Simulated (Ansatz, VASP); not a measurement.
## One calculation of W3N4, two programs

The input INCAR:

```
SYSTEM = W3N4
  ALGO = Normal
  EDIFF = 1E-6
  ENCUT = 910
  GGA = PE
  GGA_COMPAT = .FALSE.
  ISIF = 2
  ISMEAR = -1
  ISPIN = 2
  LASPH = .TRUE.
  LCHARG = .FALSE.
  LMAXMIX = 4
  LORBIT = 11
  LREAL = .FALSE.
  LWAVE = .FALSE.
  MAGMOM = 0 0 0 0 0.2 0.2 0.2
  NBANDS = 44
  NELM = 200
  PREC = Accurate
  SIGMA = 0.1
```

The input KPOINTS:

```
k-points
0
G
  5 5 5
  0 0 0
```

POSCAR

```
W3N4
1.0
    4.1220000000      0.0000000000      0.0000000000
    0.0000000000      4.1220000000      0.0000000000
    0.0000000000      0.0000000000      4.1220000000
N W
4 3
Direct
    0.5000000000      0.5000000000      0.5000000000
    0.5000000000      0.0000000000      0.0000000000
    0.0000000000      0.5000000000      0.0000000000
    0.0000000000      0.0000000000      0.5000000000
    0.5000000000      0.5000000000      0.0000000000
    0.0000000000      0.5000000000      0.5000000000
    0.5000000000      0.0000000000      0.5000000000
```

Input for Ansatz:

```yaml
crystal:
  lattice:
    - [4.122, 0.0, 0.0]
    - [0.0, 4.122, 0.0]
    - [0.0, 0.0, 4.122]
  atoms:
    - { symbol: "N", position: [0.5, 0.5, 0.5] }
    - { symbol: "N", position: [0.5, 0.0, 0.0] }
    - { symbol: "N", position: [0.0, 0.5, 0.0] }
    - { symbol: "N", position: [0.0, 0.0, 0.5] }
    - { symbol: W, position: [0.5, 0.5, 0.0], spin: 0.2 }
    - { symbol: W, position: [0.0, 0.5, 0.5], spin: 0.2 }
    - { symbol: W, position: [0.5, 0.0, 0.5], spin: 0.2 }
magnetization:
  spin_polarized: true
hamiltonian:
  xc: pbe
  pseudopotentials: { kind: paw }
basis:
  ecutwfc: 420
kpoints:
  mp_grid: { grid: [5, 5, 5] }
scf:
  occupations: { method: fermi_dirac, width: 0.1 }
  lower_state_search: "off"
output:
  forces: true
  stress: true
```

Change from the starting cell: parallel moments scaled by 0.2, plain SCF.

Alike in both runs: task single point; functional PBE; k mesh 5 × 5 × 5; occupations fermi-dirac, width 0.1 eV; collinear spin.

```csv
,VASP,Ansatz
version,VASP 6.6.1,Ansatz 0.2.0
potentials or method,"VASP PAW PBE potentials, release 64 (N_h, W_sv), cutoff 910 eV","PAW, plane waves, scalar-relativistic"
valence electrons in the cell,62,62
```

```csv
,VASP,Ansatz,Ansatz less VASP
net moment per atom (μB),0.00,0.00,0.000
```

With one functional, cell and mesh, what is left measures potentials, basis and numerics. Ansatz's warnings: seeded moment not kept.

Neither program's run includes spin-orbit coupling. Noted on VASP's run: the cutoff is short for stress, so the pressure is rough.
